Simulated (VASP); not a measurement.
AlIn, 2 atoms in the cell. The structure is hexagonal, space group P6/mmm (No. 191). Conventional cell: a = 3.094 Å, b = 3.094 Å, c = 5.905 Å, α = 90.00°, β = 90.00°, γ = 120.00°. Within 3.9 Å of Al (site symmetry 6/mmm) lie 2 In at 2.95 Å and 6 Al at 3.09 Å. In (site symmetry 6/mmm) has 2 Al at 2.95 Å and 6 In at 3.09 Å within 3.9 Å.  This cell differs from its parent crystal: volume scaled by 1.04.

| Property | Result |
| --- | --- |
| Program | VASP 6.6.1 |
| Task | single point |
| Functional | PBE |
| Potentials or basis | VASP PAW PBE potentials, release 64 (Al, In_d) |
| Cutoff | 520 eV |
| k mesh | 10 × 10 × 5 |
| Occupations | fermi-dirac, width 0.05 eV |
| Spin | no spin polarisation |
| Dipole correction | no |
| Further INCAR settings | ALGO = Normal; EDIFF = 1e-06; NBANDS = 15 |

Potentials or basis: VASP PAW PBE potentials, release 64 (Al, In_d).

Command:

```bash
$ cat potpaw_PBE.64/Al/POTCAR potpaw_PBE.64/In_d/POTCAR > POTCAR
$ mpirun -np 1 vasp_std > vasp.out
```

Hardware: 1 thread of AMD EPYC 7R13, on a shared host.

Q: Estimate the wall time of this run.

A: Run time: 38 s on 1 thread of AMD EPYC 7R13, on a shared host, peak memory 0.15 GiB. Counts: scf iterations 11, k points 42.
